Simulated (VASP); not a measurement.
# Si (Ia-3) in VASP: notebook

Runs on Si. Level: r2SCAN. Tasks: single point.

All numbers are computed with VASP 6.6.1; they aren't measurements. Logs are shortened: lines on timing, memory, paths and dates and some standing lists are left out, and cuts for length are marked.

### Step 1. The cell of the first run

The structure is cubic, space group Ia-3 (No. 206). The conventional cell has a = 6.622 Å, b = 6.622 Å, c = 6.622 Å, α = 90.00°, β = 90.00°, γ = 90.00°. Si (site symmetry 3) has 4 Si at 2.36 to 2.38 Å within 3.1 Å.

### Step 2. Single point, r2SCAN

POSCAR

```
Si
1.0
   -3.3109000000      3.3109000000      3.3109000000
    3.3109000000     -3.3109000000      3.3109000000
    3.3109000000      3.3109000000     -3.3109000000
Si
8
Direct
    0.2060000000      0.2060000000      0.2060000000
    0.5000000000      0.0000000000      0.2940000000
    0.2940000000      0.5000000000      0.0000000000
    0.0000000000      0.2940000000      0.5000000000
    0.7940000000      0.7940000000      0.7940000000
    0.5000000000      0.0000000000      0.7060000000
    0.7060000000      0.5000000000      0.0000000000
    0.0000000000      0.7060000000      0.5000000000
```

INCAR.step1

```
  PREC = Accurate
  ENCUT = 520
  ISMEAR = 0
  SIGMA = 0.1
  LREAL = False
  LASPH = True
  NELM = 80
  NBANDS = 26
  GGA = PE
  ALGO = Normal
  EDIFF = 1E-4
  LWAVE = True
  LCHARG = False
```

INCAR.step2

```
  PREC = Accurate
  ENCUT = 520
  EDIFF = 1E-6
  ISMEAR = 0
  SIGMA = 0.1
  LREAL = False
  LASPH = True
  NELM = 80
  ALGO = Normal
  ISIF = 2
  LWAVE = False
  LCHARG = False
  METAGGA = R2SCAN
  LMIXTAU = True
  NBANDS = 26
  ISTART = 1
```

KPOINTS

```
regular mesh
0
Gamma
  4 4 4
```

Potentials or basis: VASP PAW PBE potentials, release 64 (Si).

Launch:

```sh
$ cat potpaw_PBE.64/Si/POTCAR > POTCAR
$ cp INCAR.step1 INCAR
$ mpirun -np 1 vasp_std > vasp.out
$ cp INCAR.step2 INCAR
$ mpirun -np 1 vasp_std > vasp.out
```

OUTCAR:

```text
PREC = Accurate
   ENCUT = 520
   EDIFF = 1E-6
   ISMEAR = 0
   LREAL = False
   LASPH = True
   NELM = 80
   ISIF = 2
   METAGGA = R2SCAN
   ISTART = 1

 ion  position               nearest neighbor table
   1  0.206  0.206  0.206-   5 2.36   3 2.38   4 2.38   2 2.38
   2  0.500  0.000  0.294-   6 2.36   4 2.38   1 2.38   3 2.38
   3  0.294  0.500  0.000-   7 2.36   2 2.38   1 2.38   4 2.38
   4  0.000  0.294  0.500-   8 2.36   2 2.38   1 2.38   3 2.38
   5  0.794  0.794  0.794-   1 2.36   6 2.38   7 2.38   8 2.38
   6  0.500  0.000  0.706-   2 2.36   8 2.38   7 2.38   5 2.38
   7  0.706  0.500  0.000-   3 2.36   5 2.38   8 2.38   6 2.38
   8  0.000  0.706  0.500-   4 2.36   6 2.38   5 2.38   7 2.38

  LATTYP: Found a body centered cubic cell.
 ALAT       =     6.6218000000

  Lattice vectors:

 A1 = (  -3.3109000000,   3.3109000000,   3.3109000000)
 A2 = (   3.3109000000,  -3.3109000000,   3.3109000000)
 A3 = (   3.3109000000,   3.3109000000,  -3.3109000000)

Analysis of symmetry for initial positions (statically):
=====================================================================
 Subroutine PRICEL returns:
 Original cell was already a primitive cell.

 Routine SETGRP: Setting up the symmetry group for a
 body centered cubic supercell.

 Subroutine GETGRP returns: Found 24 space group operations
 (whereof  6 operations were pure point group operations)
 out of a pool of 48 trial point group operations.

The static configuration has the point symmetry S_6 .
 The point group associated with its full space group is T_h .

Analysis of symmetry for dynamics (positions and initial velocities):
=====================================================================
 Subroutine PRICEL returns:
 Original cell was already a primitive cell.

 Routine SETGRP: Setting up the symmetry group for a
 body centered cubic supercell.

 Subroutine GETGRP returns: Found 24 space group operations
 (whereof  6 operations were pure point group operations)
 out of a pool of 48 trial point group operations.

The dynamic configuration has the point symmetry S_6 .
 The point group associated with its full space group is T_h .

 Subroutine INISYM returns: Found 24 space group operations
 (whereof  6 operations are pure point group operations),
 and found     1 'primitive' translations

----------------------------------------------------------------------------------------

                                     Primitive cell

  volume of cell :     145.1771

  direct lattice vectors                    reciprocal lattice vectors
    -3.310900000  3.310900000  3.310900000     0.000000000  0.151016340  0.151016340
     3.310900000 -3.310900000  3.310900000     0.151016340  0.000000000  0.151016340
     3.310900000  3.310900000 -3.310900000     0.151016340  0.151016340  0.000000000

  length of vectors
     5.734647019  5.734647019  5.734647019     0.213569356  0.213569356  0.213569356

  position of ions in fractional coordinates (direct lattice)
     0.206000000  0.206000000  0.206000000
     0.500000000  0.000000000  0.294000000
     0.294000000  0.500000000  0.000000000
     0.000000000  0.294000000  0.500000000
     0.794000000  0.794000000  0.794000000
     0.500000000  0.000000000  0.706000000
     0.706000000  0.500000000  0.000000000
     0.000000000  0.706000000  0.500000000

  ion indices of the primitive-cell ions
   primitive index   ion index
                 1           1
                 2           2
                 3           3
                 4           4
                 5           5
                 6           6
                 7           7
                 8           8

----------------------------------------------------------------------------------------

 KPOINTS: regular mesh

Automatic generation of k-mesh.
 Grid dimensions read from file:
 generate k-points for:    4    4    4

 Generating k-lattice:

  Cartesian coordinates                     Fractional coordinates (reciprocal lattice)
     0.000000000  0.037754085  0.037754085     0.250000000  0.000000000  0.000000000
     0.037754085  0.000000000  0.037754085     0.000000000  0.250000000  0.000000000
     0.037754085  0.037754085  0.000000000     0.000000000  0.000000000  0.250000000

  Length of vectors
     0.053392339  0.053392339  0.053392339

  Shift w.r.t. Gamma in fractional coordinates (k-lattice)
     0.000000000  0.000000000  0.000000000

 Subroutine IBZKPT returns following result:
 ===========================================

 Found      8 irreducible k-points:

 Following reciprocal coordinates:
            Coordinates               Weight
  0.000000  0.000000  0.000000      1.000000
  0.250000  0.000000  0.000000     12.000000
  0.500000  0.000000  0.000000      6.000000
  0.250000  0.250000  0.000000     24.000000
  0.250000  0.250000  0.250000      2.000000
 -0.250000  0.250000  0.250000      6.000000
  0.500000  0.500000  0.250000     12.000000
  0.500000  0.500000  0.500000      1.000000
   k-points           NKPTS =      8   k-points in BZ     NKDIM =      8   number of bands    NBANDS=     26
   number of dos      NEDOS =    301   number of ions     NIONS =      8
   total plane-waves  NPLWV = 110592
   dimension x,y,z NGX =    48 NGY =   48 NGZ =   48
   dimension x,y,z NGXF=    96 NGYF=   96 NGZF=   96
   ions per type =               8
   NGX,Y,Z   is equivalent  to a cutoff of  13.92, 13.92, 13.92 a.u.
   NGXF,Y,Z  is equivalent  to a cutoff of  27.83, 27.83, 27.83 a.u.
 SYSTEM =  unknown system
   PREC   = accura    normal or accurate (medium, high low for compatibility)
   ISTART =      1    job   : 0-new  1-cont  2-samecut
   ICHARG =      0    charge: 1-file 2-atom 10-const
   ISPIN  =      1    spin polarized calculation?
   LNONCOLLINEAR =      F non collinear calculations
   LSORBIT =      F    spin-orbit coupling
   LASPH  =      T    aspherical Exc in radial PAW
   ENCUT  =  520.0 eV  38.22 Ry    6.18 a.u.  10.66 10.66 10.66*2*pi/ulx,y,z
   NELM   =     80;   NELMIN=  2; NELMDL=  0     # of ELM steps
   EDIFF  = 0.1E-05   stopping-criterion for ELM
   LREAL  =      F    real-space projection
   EDIFFG = 0.1E-04   stopping-criterion for IOM
   NSW    =      0    number of steps for IOM
   IBRION =     -1    ionic relax: 0-MD 1-quasi-New 2-CG
   NFREE  =      0    steps in history (QN), initial steepest desc. (CG)
   ISIF   =      2    stress and relaxation
   ISYM   =      2    0-nonsym 1-usesym 2-fastsym
   POTIM  = 0.5000    time-step for ionic-motion
   TEBEG  =    0.0;   TEEND  =   0.0 temperature during run
   PSTRESS=    0.0 pullay stress
   NELECT =      32.0000    total number of electrons
   NUPDOWN=      -1.0000    fix difference up-down
   EMIN   =  10.00;   EMAX   =-10.00  energy-range for DOS
   EFERMI =   0.00;   METHOD = LEGACY
   ISMEAR =     0;   SIGMA  =   0.10  broadening in eV -4-tet -1-fermi 0-gaus
   EFERMI_NEDOS =   21; number of points for ismear=-14 and -15
   IALGO  =     38    algorithm
   IMIX   =      4    mixing-type and parameters
     AMIX     =   0.40;   BMIX     =  1.00
     AMIX_MAG =   1.60;   BMIX_MAG =  1.00
  volume/ion in A,a.u.               =      18.15       122.46
  Fermi-wavevector in a.u.,A,eV,Ry     =   0.988915  1.868778 13.305844  0.977952
  Thomas-Fermi vector in A             =   2.120476
   LORBIT       =      0    0 simple, 1 ext, 2 COOP (PROOUT), +10 PAW based schemes
   METAGGA = R2SCAN    functional components
   LHFCALC =     F    Hartree Fock is set to
   AEXX    =    0.0000 exact exchange contribution
   IVDW    =     0    specifies the selected vdW correction
   LEPSILON=     F    determine dielectric tensor
   LRPA    =     F    only Hartree local field effects (RPA)
 non-spin polarized calculation
 Gauss-broadening in eV      SIGMA  =   0.10
  energy-cutoff  :      520.00
  volume of cell :      145.18
 maximum number of plane-waves:      3928
 NGX is ok and might be reduce to    48
   NGX = 21   NGY = 21   NGZ = 21

 number of electron      31.9999999 magnetization

 Free energy of the ion-electron system (eV)
  ---------------------------------------------------
  ext. energy  EPLUGINS =         0.00000000
  ---------------------------------------------------
  free energy    TOTEN  =       -68.64641949 eV

  energy without entropy =      -68.63979621  energy(sigma->0) =      -68.64310785

 E-fermi :   7.3345     XC(G=0): -10.4383

 val. band max:        6.6249421082   @ k =   0.5000   0.5000   0.2500
 cond. band min:       7.3698684805   @ k =   0.5000   0.5000   0.5000
 fundamental gap:      0.7449263724
 Fermi energy:         7.3345150715

 k-point     1 :       0.0000    0.0000    0.0000
  band No.  band energies     occupation
      1      -6.1872      2.00000
      2      -1.6302      2.00000
      3      -1.1470      2.00000
      4      -1.1470      2.00000
      5      -1.1470      2.00000
      6       0.3922      2.00000
[... 18 lines left out ...]
     25      12.8573      0.00000
     26      13.3720      0.00000

 k-point     2 :       0.2500    0.0000    0.0000
  band No.  band energies     occupation
      1      -5.7824      2.00000
      2      -2.7835      2.00000
      3      -1.9886      2.00000
      4      -1.8018      2.00000
      5      -0.7832      2.00000
      6      -0.0789      2.00000
[... 18 lines left out ...]
     25      12.3848      0.00000
     26      12.6831      0.00000

 k-point     3 :       0.5000    0.0000    0.0000
  band No.  band energies     occupation
      1      -4.5955      2.00000
      2      -4.5955      2.00000
      3      -2.2271      2.00000
      4      -2.2271      2.00000
      5      -0.5475      2.00000
      6      -0.5475      2.00000
[... 108 lines left out ...]
 k-point     7 :       0.5000    0.5000    0.2500
  band No.  band energies     occupation
      1      -4.2405      2.00000
      2      -4.2379      2.00000
      3      -3.2180      2.00000
      4      -1.9412      2.00000
      5      -1.0312      2.00000
      6      -1.0013      2.00000
[... 18 lines left out ...]
     25      11.3267      0.00000
     26      11.5773      0.00000

 k-point     8 :       0.5000    0.5000    0.5000
  band No.  band energies     occupation
      1      -3.5927      2.00000
      2      -3.5927      2.00000
      3      -3.5927      2.00000
      4      -2.2014      2.00000
      5      -2.2014      2.00000
      6      -2.2014      2.00000
[... 18 lines left out ...]
     25      11.0556      0.00000
     26      11.0556      0.00000

------------------------ aborting loop because EDIFF is reached ----------------------------------------

  FORCE on cell =-STRESS in cart. coord.  units (eV):
  Direction    XX          YY          ZZ          XY          YZ          ZX
  --------------------------------------------------------------------------------------
  -------------------------------------------------------------------------------------
  Total       -0.0486604     -0.0486604     -0.0486604      0.0000000     -0.0000000     -0.0000000
  in kB       -0.5370171     -0.5370171     -0.5370171      0.0000000     -0.0000000     -0.0000000
  external PRESSURE =      -0.5370171 kB  Pullay stress =       0.0000000 kB

 VOLUME and BASIS-vectors are now :
 -----------------------------------------------------------------------------
  energy-cutoff  :      520.00
  volume of cell :      145.18
      direct lattice vectors                 reciprocal lattice vectors
    -3.310900000  3.310900000  3.310900000     0.000000000  0.151016340  0.151016340
     3.310900000 -3.310900000  3.310900000     0.151016340  0.000000000  0.151016340
     3.310900000  3.310900000 -3.310900000     0.151016340  0.151016340  0.000000000

 POSITION                                       TOTAL-FORCE (eV/Angst)
 -----------------------------------------------------------------------------------
      0.68205      0.68205      0.68205        -0.206852     -0.206852     -0.206852
     -0.68205      2.62885      0.68205         0.206852      0.206852     -0.206852
      0.68205     -0.68205      2.62885        -0.206852      0.206852      0.206852
      2.62885      0.68205     -0.68205         0.206852     -0.206852      0.206852
      2.62885      2.62885      2.62885         0.206852      0.206852      0.206852
      0.68205      3.99295     -0.68205        -0.206852     -0.206852      0.206852
     -0.68205      0.68205      3.99295         0.206852     -0.206852     -0.206852
      3.99295     -0.68205      0.68205        -0.206852      0.206852     -0.206852
 -----------------------------------------------------------------------------------
    total drift:                               -0.000000     -0.000000      0.000000

  FREE ENERGIE OF THE ION-ELECTRON SYSTEM (eV)
  ---------------------------------------------------
  free  energy   TOTEN  =       -68.6464194905 eV

  energy  without entropy=      -68.6397962148  energy(sigma->0) =      -68.64310785
```

It took 1.7 min on 1 thread of Intel Xeon Platinum 8488C (Sapphire Rapids), shared host; peak memory 0.34 GiB.

What came out:

```yaml
Free_energy: -68.6464 eV
Pressure: -0.1 GPa
Largest_force: 0.358 eV/Å
Band_gap_on_the_k_mesh: zero (filled and empty bands touch)
```

Forces on the atoms (eV/Å):
```
Si  -0.207 -0.207 -0.207
Si   0.207  0.207 -0.207
Si  -0.207  0.207  0.207
Si   0.207 -0.207  0.207
Si   0.207  0.207  0.207
Si  -0.207 -0.207  0.207
Si   0.207 -0.207 -0.207
Si  -0.207  0.207 -0.207
```

Caveat: the PAW data sets were made with another functional, which shifts forces and pressure a little.

### Step 3. Single point, r2SCAN

This run uses another cell than the first one, of 18.36 Å³/atom, 1.012 times its volume.

POSCAR

```
Si
1.0
   -3.3236145453      3.3236145453      3.3236145453
    3.3236145453     -3.3236145453      3.3236145453
    3.3236145453      3.3236145453     -3.3236145453
Si
8
Direct
    0.2013996518      0.2013996518      0.2013996518
    0.5000000000      0.0000000000      0.2986003482
    0.2986003482      0.5000000000      0.0000000000
    0.0000000000      0.2986003482      0.5000000000
    0.7986003482      0.7986003482      0.7986003482
    0.5000000000      0.0000000000      0.7013996518
    0.7013996518      0.5000000000      0.0000000000
    0.0000000000      0.7013996518      0.5000000000
```

INCAR.step1

```
PREC = Accurate ; ENCUT = 520
ISMEAR = 0 ; SIGMA = 0.1
LREAL = False ; LASPH = True
NELM = 100 ; NBANDS = 26
GGA = PE ; ALGO = Normal
EDIFF = 1E-4 ; LWAVE = True
LCHARG = False
```

INCAR.step2

```
PREC = Accurate ; ENCUT = 520
EDIFF = 1E-7 ; ISMEAR = 0
SIGMA = 0.1 ; LREAL = False
LASPH = True ; NELM = 100
ALGO = Normal ; ISIF = 2
LWAVE = False ; LCHARG = True
METAGGA = R2SCAN ; LMIXTAU = True
LELF = True ; LVHAR = True
NBANDS = 26 ; ISTART = 1
```

KPOINTS

```
Automatic mesh
0
Gamma
  8 8 8
```

Potentials or basis: VASP PAW PBE potentials, release 64 (Si).

Launch:

```sh
$ cat potpaw_PBE.64/Si/POTCAR > POTCAR
$ cp INCAR.step1 INCAR
$ mpirun -np 1 vasp_std > vasp.out
$ cp INCAR.step2 INCAR
$ mpirun -np 1 vasp_std > vasp.out
```

Run time: 7.5 min. Hardware: 1 thread of Intel Xeon Platinum 8488C (Sapphire Rapids), shared host; peak memory 0.39 GiB.

It converged, with:

| Property | Result |
| --- | --- |
| Free energy | -68.6933 eV |
| Pressure | -0.2 GPa |
| Largest force | 0.011 eV/Å |
| Band gap on the k mesh | zero (filled and empty bands touch) |

Forces on the atoms (eV/Å):
```
Si  -0.006 -0.006 -0.006
Si   0.006  0.006 -0.006
Si  -0.006  0.006  0.006
Si   0.006 -0.006  0.006
Si   0.006  0.006  0.006
Si  -0.006 -0.006  0.006
Si   0.006 -0.006 -0.006
Si  -0.006  0.006 -0.006
```

Levels at points of the mesh, in eV from the Fermi level:
| k point | band 13 | band 14 | band 15 | band 16 | band 17 | band 18 | band 19 | band 20 |
| --- | --- | --- | --- | --- | --- | --- | --- | --- |
| (0.00, 0.00, 0.00) | -4.24 | -1.58 | -1.58 | -0.99 | 1.85 | 1.85 | 1.85 | 3.92 |
| (0.50, 0.00, 0.00) | -2.34 | -2.34 | -1.46 | -1.46 | 0.55 | 0.55 | 2.28 | 2.28 |
| (0.50, 0.50, 0.50) | -2.75 | -0.44 | 0.06 | 0.06 | 0.06 | 3.04 | 3.17 | 3.17 |

Caveat: the PAW data sets were made with another functional, which shifts forces and pressure a little.
